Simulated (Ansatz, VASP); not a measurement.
## KBr: VASP beside Ansatz

```
K Br
1.0
     2.83742    1.63818    2.50591
    -2.83742    1.63818    2.50591
     0.00000   -3.27637    2.50591
K Br
1 1
Cartesian
  0.0000 0.0000 3.7589
  0.0000 0.0000 0.0000
```

Alike in both runs: functional PBE; k mesh 4 × 4 × 4; occupations gaussian, width 0.15 eV; no spin polarisation.

Ansatz relaxed the structure, and its values are those at the end. VASP's run is a single point on that final structure, the one shown.

|  | VASP | Ansatz |
| --- | --- | --- |
| version | VASP 6.6.1 | Ansatz 0.2.0 |
| potentials or method | VASP PAW PBE potentials, release 64 (K_sv, Br), cutoff 500 eV | scalar-relativistic, plane waves, PAW |
| valence electrons in the cell | 16 | 16 |

VASP gave:

- gap on the k mesh at the Fermi level (eV): 3.72
- least direct gap on the mesh (eV): 3.87
- pressure (GPa): -0.7

Q: Which values does Ansatz return?

A: gap on the k mesh at the Fermi level (eV): 3.72; least direct gap on the mesh (eV): 3.88; pressure (GPa): -0.7.
